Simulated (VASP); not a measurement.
Set up this calculation in VASP 6.6.1, as the native input.

| Property | Result |
| --- | --- |
| Task | single point |
| Functional | PBEsol |
| Potentials or basis | VASP PAW PBE potentials, release 64 (Li_sv, H, F) |
| Cutoff | 520 eV |
| k mesh | 9 × 9 × 9 |
| Occupations | gaussian, width 0.02 eV |
| Spin | no spin polarisation |
| Dipole correction | no |
| Further INCAR settings | ALGO = Normal; EDIFF = 1e-06; NBANDS = 17 |

The structure of LiHF2 lies in POSCAR:

```
LiHF2
1.0
    1.4746852512      0.8514099268      3.9966118547
   -1.4746852512      0.8514099268      3.9966118547
    0.0000000000     -1.7028198536      3.9966118547
Li H F
1 1 2
Direct
    0.0000000000      0.0000000000      0.0000000000
    0.5000000000      0.5000000000      0.5000000000
    0.4100632393      0.4100632393      0.4100632393
    0.5899367607      0.5899367607      0.5899367607
```

This cell differs from its parent crystal: strained.

The input as run:

INCAR

```
PREC = Accurate ; ENCUT = 520
EDIFF = 1E-6 ; ISMEAR = 0
SIGMA = 0.02 ; LREAL = F
LASPH = T ; NELM = 100
ALGO = Normal ; ISIF = 2
LWAVE = F ; LCHARG = T
GGA = PS ; LELF = T
LVHAR = T ; NBANDS = 17
```

KPOINTS

```
regular mesh
0
Gamma
  9 9 9
```

Potentials or basis: VASP PAW PBE potentials, release 64 (Li_sv, H, F).

Command:

```console
$ cat potpaw_PBE.64/Li_sv/POTCAR potpaw_PBE.64/H/POTCAR potpaw_PBE.64/F/POTCAR > POTCAR
$ mpirun -np 1 vasp_std > vasp.out
```

Results of the run:

* Largest force: 1.334 eV/Å
* Band gap on the k mesh: 8.55 eV (least direct gap 8.59 eV)

Caveat: the cell differs from its parent crystal (strained); the PAW data sets were made with another functional, which shifts forces and pressure a little; an odd mesh through Γ misses points on the zone boundary, where band edges can lie.

Wall time 74 s on 1 thread of AMD EPYC 7R43 64-Core Processor (Zen 3) (shared host), peak memory 0.15 GiB.
